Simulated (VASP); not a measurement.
Input of a VASP 6.6.1 run:

File INCAR:

```
ALGO = Normal ; EDIFF = 1E-6
ENCUT = 520 ; GGA = PE
ISIF = 2 ; ISMEAR = -1
LASPH = T ; LCHARG = F
LREAL = F ; LWAVE = F
NBANDS = 28 ; NELM = 100
PREC = Accurate ; SIGMA = 0.02
```

File KPOINTS:

```
k-points
0
Gamma
  6 6 4
```

POSCAR

```
TePb
1.0
    3.2835709917      3.2835709917      0.0000000000
   -3.2835709917      3.2835709917      0.0000000000
    0.0000000000      0.0000000000      6.5671419834
Pb Te
2 2
Direct
    0.0000000000      0.0000000000      0.0000000000
    0.5000000000      0.5000000000      0.5000000000
    0.5000000000      0.5000000000      0.0000000000
    0.0000000000      0.0000000000      0.5000000000
```

Potentials or basis: VASP PAW PBE potentials, release 64 (Pb_d, Te).

The run is started by

```sh
$ cat potpaw_PBE.64/Pb_d/POTCAR potpaw_PBE.64/Te/POTCAR > POTCAR
$ mpirun -np 1 vasp_std > vasp.out
```

(1) Predict the band gap on the k mesh.

(2) Estimate the pressure.

## Answers

(1) 0.83 eV.

(2) 0.0 GPa.

Caveat: spin-orbit coupling is left out, which moves the levels of the heavy elements.
